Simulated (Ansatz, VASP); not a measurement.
**PdRh6: VASP beside Ansatz**

The input INCAR:

```
SYSTEM = PdRh6
PREC     = Accurate       ! precision mode
ENCUT    = 520            ! plane-wave cutoff, eV
EDIFF    = 1E-6           ! SCF threshold, eV
ISMEAR   = -1             ! smearing method
SIGMA    = 0.1            ! smearing width, eV
LREAL    = .False.        ! projectors in reciprocal space
LASPH    = .True.         ! aspherical terms in the spheres
NELM     = 60             ! most SCF steps
ALGO     = Normal         ! electronic algorithm
ISIF     = 2              ! what is computed and relaxed
LWAVE    = .False.        ! write WAVECAR
LCHARG   = .False.        ! write CHGCAR
LDIPOL   = .True.       
IDIPOL   = 3            
DIPOL    = 0.5 0.5 0.500
GGA      = PE             ! functional
NBANDS   = 59             ! bands
```

Contents of KPOINTS:

```
regular mesh
0
Gamma
  12 9 1
  0 0 0
```

POSCAR

```
PdRh6
1.0
    2.7095956933      0.0000000000      0.0000000000
    0.0000000000      3.8319469780      0.0000000000
    0.0000000000      0.0000000000     24.1288000000
Rh Pd
6 1
Direct
    0.0000000000      0.0000000000      0.3363521863
    0.5000000000      0.5000000000      0.3863735048
    0.0000000000      0.0000000000      0.4447619560
    0.0000000000      0.0000000000      0.5552380436
    0.5000000000      0.5000000000      0.6136264961
    0.0000000000      0.0000000000      0.6636478136
    0.5000000000      0.5000000000      0.4999999996
```

Input for Ansatz:

```yaml
crystal:
  lattice:
    - [2.7095956933, 0.0, 0.0]
    - [0.0, 3.831946978, 0.0]
    - [0.0, 0.0, 24.1288]
  atoms:
    - { symbol: Rh, position: [0.0, 0.0, 0.3363521863] }
    - { symbol: Rh, position: [0.5, 0.5, 0.3863735048] }
    - { symbol: Rh, position: [0.0, 0.0, 0.444761956] }
    - { symbol: Pd, position: [0.5, 0.5, 0.4999999996] }
    - { symbol: Rh, position: [0.0, 0.0, 0.5552380436] }
    - { symbol: Rh, position: [0.5, 0.5, 0.6136264961] }
    - { symbol: Rh, position: [0.0, 0.0, 0.6636478136] }
kpoints:
  mp_grid: { grid: [12, 9, 1] }
scf:
  occupations: { method: fermi_dirac, width: 0.1 }
hamiltonian:
  xc: pbe
  pseudopotentials: { kind: all_electron, lapw: { basis_error: 0.001 } }
output:
  forces: true
  stress: true
  eigenvalues: true
efield:
  axis: 3
  amplitude: 0
  dipole_correction: true
```

Alike in both runs: task single point; functional PBE; k mesh 12 × 9 × 1; occupations fermi-dirac, width 0.1 eV; no spin polarisation.

|  | VASP | Ansatz |
| --- | --- | --- |
| version | VASP 6.6.1 | Ansatz 0.2.0 |
| potentials or method | VASP PAW PBE potentials, release 64 (Rh_pv, Pd), cutoff 520 eV | all-electron LAPW, scalar-relativistic |

Ansatz gave:

| Item | Value |
| --- | --- |
| rms of the force components (eV/Å) | 0.158 |

**Question.** Which values does VASP return?

**Answer.** rms of the force components (eV/Å): 0.159.

Ansatz ran all-electron here, and VASP with PAW potentials.
